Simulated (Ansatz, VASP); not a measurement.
## Ga2SiS: VASP beside Ansatz

```
CELL_PARAMETERS angstrom
4.07524 0.00000 0.00000
0.00000 4.07524 0.00000
0.00000 0.00000 5.39396
ATOMIC_POSITIONS crystal
Ga 0.00000 0.50000 0.23048
Ga 0.50000 0.00000 0.76952
Si 0.00000 0.00000 0.00000
S 0.50000 0.50000 0.50000
```

Alike in both runs: task relaxation of cell and atoms; functional PBE; k mesh 10 × 10 × 8; no spin polarisation.

```csv
,VASP,Ansatz
version,VASP 6.6.1,Ansatz 0.2.0
potentials or method,"VASP PAW PBE potentials, release 64 (Ga_d, Si, S), cutoff 500 eV","scalar-relativistic, plane waves, PAW"
occupations,"gaussian, width 0.01 eV",fixed
valence electrons in the cell,36,36
```

```csv
,VASP,Ansatz,Ansatz less VASP
"gap on the k mesh at the Fermi level, each at its own relaxed structure (eV)",0.34,0.35,+0.004
relaxed volume (Å³/atom),22.40,22.39,-0.008
relaxed cell length with the largest relative difference (Å),4.076,4.075,-0.0006
```
